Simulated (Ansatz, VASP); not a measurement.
# Two plane-wave programs on KBr

```xyz
2
Lattice="4.0435 0.0000 0.0000 0.0000 4.0435 0.0000 0.0000 0.0000 4.0435" Properties=species:S:1:pos:R:3 pbc="T T T"
K     0.0000    0.0000    0.0000
Br    2.0217    2.0217    2.0217
```

Alike in both runs: task single point; functional LDA; k mesh 4 × 4 × 4; occupations fermi-dirac, width 0.01 eV; no spin polarisation.

|  | VASP | Ansatz |
| --- | --- | --- |
| version | VASP 6.6.1 | Ansatz 0.2.0 |
| potentials or method | VASP PAW LDA potentials, release 64 (K_sv, Br), cutoff 500 eV | plane waves, PAW |
| valence electrons in the cell | 16 | 16 |

Ansatz gave:

- gap on the k mesh at the Fermi level (eV): 3.47

Problem. What did VASP give for the same quantities?

Solution. gap on the k mesh at the Fermi level (eV): 3.48.

LDA's correlation is that of Perdew and Zunger in VASP and of Perdew and Wang (1992) in Ansatz.
